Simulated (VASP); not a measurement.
A run of VASP 6.6.1 is set up as follows.

File INCAR:

```
ALGO = Normal
EDIFF = 1E-6
ENCUT = 500
GGA = PS
GGA_COMPAT = F
ISIF = 2
ISMEAR = -1
LASPH = T
LCHARG = F
LREAL = F
LWAVE = F
NBANDS = 17
NELM = 120
PREC = Accurate
SIGMA = 0.05
```

File KPOINTS:

```
k-points
0
Gamma
  8 8 8
```

File POSCAR:

```
PbS
1.0
    0.0000000000      2.9853913009      2.9853913009
    2.9853913009      0.0000000000      2.9853913009
    2.9853913009      2.9853913009      0.0000000000
Pb S
1 1
Direct
    0.0000000000      0.0000000000      0.0000000000
    0.5000000000      0.5000000000      0.5000000000
```

Potentials or basis: VASP PAW PBE potentials, release 64 (Pb_d, S).

Command:

```sh
$ cat potpaw_PBE.64/Pb_d/POTCAR potpaw_PBE.64/S/POTCAR > POTCAR
$ mpirun -np 1 vasp_std > vasp.out
```

(1) Predict the band gap on the k mesh.

(2) What does it give for the pressure?

Answers

(1) 0.33 eV.

(2) -2.0 GPa.

Caveat: the PAW data sets were made with another functional, which shifts forces and pressure a little; spin-orbit coupling is left out, which moves the levels of the heavy elements.
